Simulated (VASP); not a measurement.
Runs of VASP 6.6.1 on InP. It takes space group Pm-3m (No. 221, cubic). Conventional cell: a = 3.413 Å, b = 3.413 Å, c = 3.413 Å, α = 90.00°, β = 90.00°, γ = 90.00°. Within 3.9 Å of In (site symmetry m-3m) lie 8 P at 2.96 Å and 6 In at 3.41 Å. P (site symmetry m-3m) has 8 In at 2.96 Å and 6 P at 3.41 Å within 3.9 Å. 

| level | k mesh | cutoff (eV) | smearing | grid for exact exchange (PRECFOCK) | screening parameter | gap on the mesh (eV) | pressure (GPa) |
| --- | --- | --- | --- | --- | --- | --- | --- |
| PBEsol | 6 × 6 × 6 | 520 | fermi-dirac 0.02 eV | - | - | none | -2.2 |
| PBEsol | 6 × 6 × 6 | 500 | fermi-dirac 0.05 eV | - | - | none | -2.1 |
| PBEsol | 6 × 6 × 6 | 520 | methfessel-paxton 0.001 eV | - | - | none | -2.1 |
| HSE06 | 4 × 4 × 4 | 400 | fermi-dirac 0.02 eV | Normal | 0.2079 1/Å | none | -0.6 |
| r2SCAN50 | 4 × 4 × 4 | 440 | fermi-dirac 0.02 eV | Normal | - | none | (a) |
| HSE06+D3(BJ) | 4 × 4 × 4 | 400 | fermi-dirac 0.02 eV | Normal | 0.2079 1/Å | none | -4.9 |
| PBEsol | 6 × 6 × 6 | 520 | methfessel-paxton 0.2 eV | - | - | none | -2.2 |
| PBEsol | 4 × 4 × 4 | 500 | fermi-dirac 0.02 eV | - | - | none | -2.0 |

Alike in all rows: task single point; potentials or basis VASP PAW PBE potentials, release 64 (In_d, P); no spin polarisation; cell as given.

Problem. Estimate the missing entries.

Solution. (a) -3.3.

Caveats: some runs use coarse meshes; the PAW data sets were made with another functional, which shifts forces and pressure a little; spin-orbit coupling is left out, which moves the levels of the heavy elements; pairwise dispersion overbinds metals, which lowers pressure and volume (some runs).

A k mesh can miss the band edges, and the runs leave out spin-orbit coupling on In.

A gap of «none» marks levels without a gap at the run's occupations.
